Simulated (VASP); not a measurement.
Here is a VASP 6.6.1 calculation.

INCAR

```
SYSTEM = Rh
ALGO = Normal ; EDIFF = 1E-6
ENCUT = 500 ; GGA = PS
GGA_COMPAT = .False. ; ISIF = 2
ISMEAR = 0 ; ISYM = 0
KPAR = 4 ; LASPH = .True.
LCHARG = .False. ; LREAL = .False.
LWAVE = .False. ; NBANDS = 70
NELM = 120 ; PREC = Accurate
SIGMA = 0.15
```

KPOINTS

```
k-points
0
Gamma
  16 16 3
  0 0 0
```

Contents of POSCAR:

```
Rh
1.0
   -2.6755648902      0.0000000000      0.0000000000
   -1.3377824451     -2.3171071644      0.0000000000
   -2.6755648902     -1.5447381096     17.4550219417
Rh
8
Direct
   -0.3750000000      0.6250000000      0.5625000000
   -0.0416666667      0.9583333333      0.0625000000
   -0.1250000000     -0.1250000000      0.6875000000
    0.2083333333      0.2083333333      0.1875000000
   -0.5416666667     -0.5416666667      0.8125000000
   -0.2083333333     -0.2083333333      0.3125000000
    0.0416666667      0.0416666667      0.9375000000
    0.3750000000      0.3750000000      0.4375000000
```

Potentials or basis: VASP PAW PBE potentials, release 64 (Rh_pv).

Launch:

```console
$ cat potpaw_PBE.64/Rh_pv/POTCAR > POTCAR
$ mpirun -np 4 vasp_std > vasp.out
```

Task: Estimate the largest force.

Result: 4.160 eV/Å.

Task: Estimate the band gap on the k mesh.

Result: Zero (bands 60 and 61 overlap by 2.04 eV).

Task: Predict the pressure.

Result: 5.0 GPa.

Forces in eV/Å, atoms in the order of the input:
```
Rh   0.000  0.000 -0.010
Rh   0.000  0.000  4.133
Rh   0.000  0.000 -0.153
Rh   0.000  0.000  0.029
Rh   0.000  0.000  0.214
Rh   0.000  0.000 -0.016
Rh   0.000  0.000 -4.160
Rh   0.000  0.000 -0.037
```

Caveat: the cell differs from its parent crystal (the part above a cut slid along it); the stress differs along the axes, from 1 to 13 GPa; the PAW data sets were made with another functional, which shifts forces and pressure a little.
